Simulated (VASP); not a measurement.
BaH4:

```
Ba H
1.0
     2.29082    1.32260    3.53625
    -2.29082    1.32260    3.53625
     0.00000   -2.64521    3.53625
Ba H
1 4
Direct
  0.00000 0.00000 0.00000
  0.74087 0.74087 0.74087
  0.25913 0.25913 0.25913
  0.46369 0.46369 0.46369
  0.53631 0.53631 0.53631
```

Base run:

```yaml
Program: VASP 6.6.1
Functional: revPBE
Potentials_or_basis: VASP PAW PBE potentials, release 64 (Ba_sv, H)
Cutoff: 520 eV
k_mesh: 5 × 5 × 5
Occupations: fermi-dirac, width 0.05 eV
Spin: no spin polarisation
```

Its results: band gap on the k mesh 2.71 eV, indirect (least direct gap 3.21 eV); pressure 1.5 GPa; largest force 0.226 eV/Å.

Question: After a change of settings the same cell gave: band gap on the k mesh 2.27 eV, indirect (least direct gap 2.81 eV); pressure -2.3 GPa; largest force 0.773 eV/Å. Which change was it?
A. functional from revPBE to LDA; potentials or basis from VASP PAW PBE potentials, release 64 (Ba_sv, H) to VASP PAW LDA potentials, release 64 (Ba_sv, H)
B. functional from revPBE to PBEsol; further incar settings from ALGO = Normal; EDIFF = 1e-07; NBANDS = 15 to ALGO = Normal; EDIFF = 1e-06; NBANDS = 15
C. functional from revPBE to RPBE; further incar settings from ALGO = Normal; EDIFF = 1e-07; NBANDS = 15 to ALGO = Normal; EDIFF = 1e-06; NBANDS = 15
D. functional from revPBE to PBE

Answer: A.

Caveats: spin-orbit coupling is left out, which moves the levels of the heavy elements; the PAW data sets were made with another functional, which shifts forces and pressure a little (some runs).
